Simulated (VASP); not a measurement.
# Be2ZnSe3: single point with PBE

Crystal: Be2ZnSe3.

```xyz
6
Lattice="3.7900 0.0000 0.0000 -1.8950 3.2822 0.0000 0.0000 0.0000 9.3407" Properties=species:S:1:pos:R:3 pbc="T T T"
Be    1.8950    1.0941    3.1924
Be    0.0000    2.1881    6.1421
Zn    0.0000    0.0000    9.3074
Se    1.8950    1.0941    0.9656
Se    0.0000    2.1881    3.9013
Se    0.0000    0.0000    6.8482
```

```yaml
Program: VASP 6.6.1
Task: single point
Functional: PBE
Potentials_or_basis: VASP PAW PBE potentials, release 64 (Be, Zn, Se)
Cutoff: 520 eV
k_mesh: 12 × 12 × 4
Occupations: gaussian, width 0.02 eV
Spin: no spin polarisation
Dipole_correction: no
Further_INCAR_settings: ALGO = Normal; EDIFF = 1e-06; NBANDS = 26
```

```yaml
Pressure: 0.2 GPa
Largest_force: 0.020 eV/Å
Band_gap_on_the_k_mesh: 2.36 eV (least direct gap 2.52 eV)
```

Forces in eV/Å, atoms in the order of the input:
```
Be   0.000  0.000  0.000
Be   0.000  0.000  0.002
Zn   0.000  0.000 -0.011
Se   0.000  0.000  0.020
Se   0.000  0.000 -0.001
Se   0.000  0.000 -0.011
```

Levels at points of the mesh, in eV from the valence-band top:
```tsv
k point	band 13	band 14	band 15	band 16	band 17	band 18	band 19	band 20	band 21	band 22
(0.00, 0.00, 0.00)	-1.04	-1.04	-0.43	0.00	0.00	2.52	3.37	3.48	4.66	4.66
(0.50, 0.00, 0.00)	-2.77	-2.52	-2.32	-1.95	-1.25	2.36	3.48	3.90	4.17	5.55
(0.00, 0.00, 0.50)	-1.52	-0.93	-0.93	-0.09	-0.09	3.28	3.41	3.59	4.87	4.87
(0.50, 0.00, 0.50)	-3.24	-2.75	-2.24	-1.34	-1.03	2.90	3.05	3.47	4.58	5.11
```

Wall time 4.4 min on 1 thread of Intel Xeon 8259CL (shared host), peak memory 0.35 GiB.

A k mesh can miss the band edges.
